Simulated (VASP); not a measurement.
# SiHg (Pm-3m) in VASP: notebook

Runs on SiHg. Level: PBE. Tasks: single point, relaxation of cell and atoms.

All numbers are computed with VASP 6.6.1; they aren't measurements. Logs are shortened: lines on timing, memory, paths and dates and some standing lists are left out, and cuts for length are marked.

**1. The cell of the first run**

Symmetry: Pm-3m, No. 221, cubic system. The conventional cell has a = 3.449 Å, b = 3.449 Å, c = 3.449 Å, α = 90.00°, β = 90.00°, γ = 90.00°. Si (site symmetry m-3m) has 8 Hg at 2.99 Å and 6 Si at 3.45 Å within 3.9 Å. Hg (site symmetry m-3m) has 8 Si at 2.99 Å and 6 Hg at 3.45 Å within 3.9 Å.

The cell was built from a structure type or drawn by symmetry, and may not be a known phase.

**2. Single point, PBE**

Input file INCAR:

```
PREC = Accurate
ENCUT = 520
EDIFF = 1E-7
ISMEAR = 0
SIGMA = 0.1
LREAL = False
LASPH = True
NELM = 100
ALGO = Normal
ISIF = 2
LWAVE = False
LCHARG = True
GGA = PE
LELF = True
LVHAR = True
NBANDS = 15
```

Input file KPOINTS:

```
regular mesh
0
Gamma
  16 16 16
```

Input file POSCAR:

```
SiHg
1.0
    3.4492875887      0.0000000000      0.0000000000
    0.0000000000      3.4492875887      0.0000000000
    0.0000000000      0.0000000000      3.4492875887
Si Hg
1 1
Direct
    0.0000000000      0.0000000000      0.0000000000
    0.5000000000      0.5000000000      0.5000000000
```

Potentials or basis: VASP PAW PBE potentials, release 64 (Si, Hg).

Started as:

```bash
cat potpaw_PBE.64/Si/POTCAR potpaw_PBE.64/Hg/POTCAR > POTCAR
mpirun -np 1 vasp_std > vasp.out
```

OUTCAR:

```text
PREC = Accurate
   ENCUT = 520
   EDIFF = 1E-7
   ISMEAR = 0
   LREAL = False
   LASPH = True
   NELM = 100
   ISIF = 2
   GGA = PE

 ion  position               nearest neighbor table
   1  0.000  0.000  0.000-   2 2.99   2 2.99   2 2.99   2 2.99   2 2.99   2 2.99   2 2.99   2 2.99

   2  0.500  0.500  0.500-   1 2.99   1 2.99   1 2.99   1 2.99   1 2.99   1 2.99   1 2.99   1 2.99

  LATTYP: Found a simple cubic cell.
 ALAT       =     3.4492875887

  Lattice vectors:

 A1 = (   3.4492875887,   0.0000000000,   0.0000000000)
 A2 = (   0.0000000000,   3.4492875887,   0.0000000000)
 A3 = (   0.0000000000,   0.0000000000,   3.4492875887)

Analysis of symmetry for initial positions (statically):
=====================================================================
 Subroutine PRICEL returns:
 Original cell was already a primitive cell.

 Routine SETGRP: Setting up the symmetry group for a
 simple cubic supercell.

 Subroutine GETGRP returns: Found 48 space group operations
 (whereof 48 operations were pure point group operations)
 out of a pool of 48 trial point group operations.

The static configuration has the point symmetry O_h .

Analysis of symmetry for dynamics (positions and initial velocities):
=====================================================================
 Subroutine PRICEL returns:
 Original cell was already a primitive cell.

 Routine SETGRP: Setting up the symmetry group for a
 simple cubic supercell.

 Subroutine GETGRP returns: Found 48 space group operations
 (whereof 48 operations were pure point group operations)
 out of a pool of 48 trial point group operations.

The dynamic configuration has the point symmetry O_h .

 Subroutine INISYM returns: Found 48 space group operations
 (whereof 48 operations are pure point group operations),
 and found     1 'primitive' translations

----------------------------------------------------------------------------------------

                                     Primitive cell

  volume of cell :      41.0382

  direct lattice vectors                    reciprocal lattice vectors
     3.449287589  0.000000000  0.000000000     0.289914939  0.000000000  0.000000000
     0.000000000  3.449287589  0.000000000     0.000000000  0.289914939  0.000000000
     0.000000000  0.000000000  3.449287589     0.000000000  0.000000000  0.289914939

  length of vectors
     3.449287589  3.449287589  3.449287589     0.289914939  0.289914939  0.289914939

  position of ions in fractional coordinates (direct lattice)
     0.000000000  0.000000000  0.000000000
     0.500000000  0.500000000  0.500000000

  ion indices of the primitive-cell ions
   primitive index   ion index
                 1           1
                 2           2

----------------------------------------------------------------------------------------

 KPOINTS: regular mesh

Automatic generation of k-mesh.
 Grid dimensions read from file:
 generate k-points for:   16   16   16

 Generating k-lattice:

  Cartesian coordinates                     Fractional coordinates (reciprocal lattice)
     0.018119684  0.000000000  0.000000000     0.062500000  0.000000000  0.000000000
     0.000000000  0.018119684  0.000000000     0.000000000  0.062500000  0.000000000
     0.000000000  0.000000000  0.018119684     0.000000000  0.000000000  0.062500000

  Length of vectors
     0.018119684  0.018119684  0.018119684

  Shift w.r.t. Gamma in fractional coordinates (k-lattice)
     0.000000000  0.000000000  0.000000000

 Subroutine IBZKPT returns following result:
 ===========================================

 Found    165 irreducible k-points:

 Following reciprocal coordinates:
            Coordinates               Weight
  0.000000  0.000000  0.000000      1.000000
  0.062500  0.000000  0.000000      6.000000
  0.125000  0.000000  0.000000      6.000000
  0.187500  0.000000  0.000000      6.000000
  0.250000  0.000000  0.000000      6.000000
  0.312500  0.000000  0.000000      6.000000
[... 16 lines left out ...]
  0.437500  0.125000  0.000000     24.000000
  0.500000  0.125000  0.000000     12.000000
 [... further k-points ...]
   k-points           NKPTS =    165   k-points in BZ     NKDIM =    165   number of bands    NBANDS=     15
   number of dos      NEDOS =    301   number of ions     NIONS =      2
   total plane-waves  NPLWV =  21952
   dimension x,y,z NGX =    28 NGY =   28 NGZ =   28
   dimension x,y,z NGXF=    56 NGYF=   56 NGZF=   56
   ions per type =               1   1
   NGX,Y,Z   is equivalent  to a cutoff of  13.50, 13.50, 13.50 a.u.
   NGXF,Y,Z  is equivalent  to a cutoff of  26.99, 26.99, 26.99 a.u.
 SYSTEM =  unknown system
   PREC   = accura    normal or accurate (medium, high low for compatibility)
   ISTART =      0    job   : 0-new  1-cont  2-samecut
   ICHARG =      2    charge: 1-file 2-atom 10-const
   ISPIN  =      1    spin polarized calculation?
   LNONCOLLINEAR =      F non collinear calculations
   LSORBIT =      F    spin-orbit coupling
   LASPH  =      T    aspherical Exc in radial PAW
   ENCUT  =  520.0 eV  38.22 Ry    6.18 a.u.   6.41  6.41  6.41*2*pi/ulx,y,z
   NELM   =    100;   NELMIN=  2; NELMDL= -5     # of ELM steps
   EDIFF  = 0.1E-06   stopping-criterion for ELM
   LREAL  =      F    real-space projection
   EDIFFG = 0.1E-05   stopping-criterion for IOM
   NSW    =      0    number of steps for IOM
   IBRION =     -1    ionic relax: 0-MD 1-quasi-New 2-CG
   NFREE  =      0    steps in history (QN), initial steepest desc. (CG)
   ISIF   =      2    stress and relaxation
   ISYM   =      2    0-nonsym 1-usesym 2-fastsym
   POTIM  = 0.5000    time-step for ionic-motion
   TEBEG  =    0.0;   TEEND  =   0.0 temperature during run
   PSTRESS=    0.0 pullay stress
   NELECT =      16.0000    total number of electrons
   NUPDOWN=      -1.0000    fix difference up-down
   EMIN   =  10.00;   EMAX   =-10.00  energy-range for DOS
   EFERMI =   0.00;   METHOD = LEGACY
   ISMEAR =     0;   SIGMA  =   0.10  broadening in eV -4-tet -1-fermi 0-gaus
   EFERMI_NEDOS =   21; number of points for ismear=-14 and -15
   IALGO  =     38    algorithm
   IMIX   =      4    mixing-type and parameters
     AMIX     =   0.40;   BMIX     =  1.00
     AMIX_MAG =   1.60;   BMIX_MAG =  1.00
  volume/ion in A,a.u.               =      20.52       138.47
  Fermi-wavevector in a.u.,A,eV,Ry     =   1.195966  2.260048 19.460877  1.430334
  Thomas-Fermi vector in A             =   2.331918
   LORBIT       =      0    0 simple, 1 ext, 2 COOP (PROOUT), +10 PAW based schemes
   GGA     = PE    functional components
   LHFCALC =     F    Hartree Fock is set to
   AEXX    =    0.0000 exact exchange contribution
   IVDW    =     0    specifies the selected vdW correction
   LEPSILON=     F    determine dielectric tensor
   LRPA    =     F    only Hartree local field effects (RPA)
 non-spin polarized calculation
 Gauss-broadening in eV      SIGMA  =   0.10
  energy-cutoff  :      520.00
  volume of cell :       41.04
 maximum number of plane-waves:      1141
 NGX is ok and might be reduce to    28
   NGX = 13   NGY = 13   NGZ = 13

 number of electron      15.9999997 magnetization

 Free energy of the ion-electron system (eV)
  ---------------------------------------------------
  ext. energy  EPLUGINS =         0.00000000
  ---------------------------------------------------
  free energy    TOTEN  =        -4.29212132 eV

  energy without entropy =       -4.28791484  energy(sigma->0) =       -4.29001808

 E-fermi :   5.1635     XC(G=0): -10.7492

 val. band max:        5.1621595611   @ k =   0.4375   0.1875   0.1875
 cond. band min:       5.1637898765   @ k =   0.4375   0.3750   0.3750
 fundamental gap:      0.0016303154
 Fermi energy:         5.1634607288

 k-point     1 :       0.0000    0.0000    0.0000
  band No.  band energies     occupation
      1      -6.0385      2.00000
      2      -2.5804      2.00000
      3      -2.5804      2.00000
      4      -1.6884      2.00000
      5      -1.6884      2.00000
      6      -1.6884      2.00000
      7       5.9087      0.00000
      8       5.9087      0.00000
      9       5.9087      0.00000
     10       6.0344      0.00000
     11      11.1202      0.00000
     12      11.1202      0.00000
     13      18.1151      0.00000
     14      18.1151      0.00000
     15      18.1151      0.00000

 k-point     2 :       0.0625    0.0000    0.0000
  band No.  band energies     occupation
      1      -5.9872      2.00000
      2      -2.5754      2.00000
      3      -2.5626      2.00000
      4      -1.7065      2.00000
      5      -1.7065      2.00000
      6      -1.6866      2.00000
      7       4.9701      1.99376
      8       5.9747      0.00000
      9       5.9747      0.00000
     10       6.7989      0.00000
     11      11.1138      0.00000
     12      11.3906      0.00000
     13      17.4057      0.00000
     14      17.4057      0.00000
     15      17.7886      0.00000

 k-point     3 :       0.1250    0.0000    0.0000
  band No.  band energies     occupation
      1      -5.8342      2.00000
      2      -2.5611      2.00000
      3      -2.5131      2.00000
      4      -1.7575      2.00000
      5      -1.7575      2.00000
      6      -1.6813      2.00000
      7       3.8929      2.00000
      8       6.1684      0.00000
      9       6.1684      0.00000
     10       7.4079      0.00000
     11      11.0949      0.00000
     12      12.1291      0.00000
     13      16.2961      0.00000
     14      16.2961      0.00000
     15      17.0072      0.00000
[... 343 lines left out ...]
 k-point    23 :       0.4375    0.1250    0.0000
  band No.  band energies     occupation
      1      -3.7215      2.00000
      2      -2.7149      2.00000
      3      -2.3734      2.00000
      4      -2.0874      2.00000
      5      -1.8641      2.00000
      6      -1.6953      2.00000
      7      -0.1979      2.00000
      8       6.5842      0.00000
      9       8.3635      0.00000
     10       8.7022      0.00000
     11      10.8132      0.00000
     12      11.8365      0.00000
     13      12.2990      0.00000
     14      13.1396      0.00000
     15      17.9762      0.00000

 k-point    24 :       0.5000    0.1250    0.0000
  band No.  band energies     occupation
      1      -3.4479      2.00000
      2      -2.8837      2.00000
      3      -2.3719      2.00000
      4      -2.1020      2.00000
      5      -1.8459      2.00000
      6      -1.6930      2.00000
      7      -0.3905      2.00000
      8       6.8645      0.00000
      9       8.3810      0.00000
     10       8.5285      0.00000
     11      10.8740      0.00000
     12      11.6070      0.00000
     13      12.4766      0.00000
     14      12.7797      0.00000
     15      17.9931      0.00000

 [... further k-points ...]

------------------------ aborting loop because EDIFF is reached ----------------------------------------

  FORCE on cell =-STRESS in cart. coord.  units (eV):
  Direction    XX          YY          ZZ          XY          YZ          ZX
  --------------------------------------------------------------------------------------
  -------------------------------------------------------------------------------------
  Total        0.0632044      0.0632044      0.0632044      0.0000000      0.0000000     -0.0000000
  in kB        2.4675724      2.4675724      2.4675724      0.0000000      0.0000000     -0.0000000
  external PRESSURE =       2.4675724 kB  Pullay stress =       0.0000000 kB

 VOLUME and BASIS-vectors are now :
 -----------------------------------------------------------------------------
  energy-cutoff  :      520.00
  volume of cell :       41.04
      direct lattice vectors                 reciprocal lattice vectors
     3.449287589  0.000000000  0.000000000     0.289914939  0.000000000  0.000000000
     0.000000000  3.449287589  0.000000000     0.000000000  0.289914939  0.000000000
     0.000000000  0.000000000  3.449287589     0.000000000  0.000000000  0.289914939

 POSITION                                       TOTAL-FORCE (eV/Angst)
 -----------------------------------------------------------------------------------
      0.00000      0.00000      0.00000         0.000000      0.000000      0.000000
      1.72464      1.72464      1.72464         0.000000      0.000000      0.000000
 -----------------------------------------------------------------------------------
    total drift:                                0.000000      0.000000      0.000000

  FREE ENERGIE OF THE ION-ELECTRON SYSTEM (eV)
  ---------------------------------------------------
  free  energy   TOTEN  =        -4.2921213170 eV

  energy  without entropy=       -4.2879148377  energy(sigma->0) =       -4.29001808
```

Wall time 84 s (1 thread of Intel Xeon Platinum 8259CL at 2.50GHz (Skylake/Cascade Lake), shared host); peak memory 0.24 GiB.

What came out:

| Property | Result |
| --- | --- |
| Free energy | -4.2921 eV |
| Pressure | 0.2 GPa |
| Band gap on the k mesh | zero (bands 8 and 9 overlap by 6.34 eV) |

Caveat: spin-orbit coupling is left out, which moves the levels of the heavy elements.

**3. Relaxation of cell and atoms, PBE**

This run uses another cell than the first one, of 20.99 Å³/atom.

Input file INCAR:

```
SYSTEM = SiHg
PREC = Accurate
ENCUT = 600
EDIFF = 1E-6
ISMEAR = 0
SIGMA = 0.1
LREAL = .FALSE.
LASPH = .TRUE.
NELM = 100
ALGO = Normal
ISIF = 3
LWAVE = .FALSE.
LCHARG = .FALSE.
GGA = PE
IBRION = 2
NSW = 100
EDIFFG = -0.01
```

Input file KPOINTS:

```
regular mesh
0
G
  16 16 16
  0 0 0
```

Input file POSCAR:

```
SiHg
1.0
    3.4754331500      0.0000000000      0.0000000000
    0.0000000000      3.4754331500      0.0000000000
    0.0000000000      0.0000000000      3.4754331500
Si Hg
1 1
Direct
    0.0000000000      0.0000000000      0.0000000000
    0.5000000000      0.5000000000      0.5000000000
```

Potentials or basis: VASP PAW PBE potentials, release 64 (Si, Hg).

Started as:

```bash
cat potpaw_PBE.64/Si/POTCAR potpaw_PBE.64/Hg/POTCAR > POTCAR
mpirun -np 1 vasp_std > vasp.out
```

Run time: 2.1 min. Hardware: 1 thread of Intel Xeon Platinum 8259CL at 2.50GHz (Skylake/Cascade Lake), shared host; peak memory 0.25 GiB.

Results (log left out):

* Free energy: -4.2923 eV
* Relaxed volume: 20.61 Å³/atom
* Relaxed cell: a = 3.455 Å, b = 3.455 Å, c = 3.455 Å, α = 90.00°, β = 90.00°, γ = 90.00°
* Space group after relaxing (to 0.1 Å): Pm-3m (No. 221)
* Energy gained by relaxing: 1.3 meV/atom
* Ionic steps: 3
* Pressure after relaxing: 0.0 GPa
* Band gap on the k mesh: zero (bands 8 and 9 overlap by 6.32 eV)

The path:
```tsv
step	energy change (eV)	largest force (eV/Å)	pressure (GPa)	volume (Å³)
1	0.0000	0.0000	-1.11	41.98
2	-0.0026	0.0000	0.20	41.10
3	-0.0026	0.0000	0.03	41.23
```

Final structure:
```xyz
2
Lattice="3.4546 0.0000 0.0000 0.0000 3.4546 0.0000 0.0000 0.0000 3.4546" Properties=species:S:1:pos:R:3 pbc="T T T"
Si    0.0000    0.0000    0.0000
Hg    1.7273    1.7273    1.7273
```

Levels at points of the mesh, in eV from the Fermi level:
```tsv
k point	band 5	band 6	band 7	band 8	band 9	band 10	band 11	band 12
(0.00, 0.00, 0.00)	-6.84	-6.84	0.75	0.75	0.75	0.84	5.95	5.95
(0.50, 0.00, 0.00)	-7.27	-6.79	-5.59	3.36	3.36	5.16	5.23	5.77
(0.50, 0.50, 0.00)	-6.44	-4.16	-3.80	-3.80	-2.96	3.27	8.66	8.66
(0.50, 0.50, 0.50)	-6.42	-5.06	-0.26	0.29	0.29	0.29	0.75	0.75
```

Caveat: spin-orbit coupling is left out, which moves the levels of the heavy elements.

[end of part 1 of 2]
